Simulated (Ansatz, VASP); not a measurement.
GaAs in VASP and in Ansatz

```
CELL_PARAMETERS angstrom
0.00000 2.82685 2.82685
2.82685 0.00000 2.82685
2.82685 2.82685 0.00000
ATOMIC_POSITIONS crystal
Ga 0.00000 0.00000 0.00000
As 0.25000 0.25000 0.25000
```

Alike in both runs: task electric field gradients; functional PBEsol; k mesh 13 × 13 × 13; occupations fermi-dirac, width 0.02 eV; no spin polarisation.

```csv
,VASP,Ansatz
version,VASP 6.6.1,Ansatz 0.2.0
potentials or method,"VASP PAW PBE potentials, release 64 (Ga_d, As)","plane-wave PAW, scalar-relativistic"
plane-wave cutoff (eV),520,420
valence electrons in the cell,18,28
```

|  | VASP | Ansatz | Ansatz less VASP |
| --- | --- | --- | --- |
| pressure (GPa) | 0.4 | 0.2 | -0.15 |

VASP's potentials were made for PBE, not for PBEsol, and Ansatz warns of the same on its side. The functional is the same, so the differences come from potentials, cutoffs and numerics. VASP's potentials hold 18 valence electrons a cell and Ansatz's 28, so a difference there can come from the potentials and not from the codes.
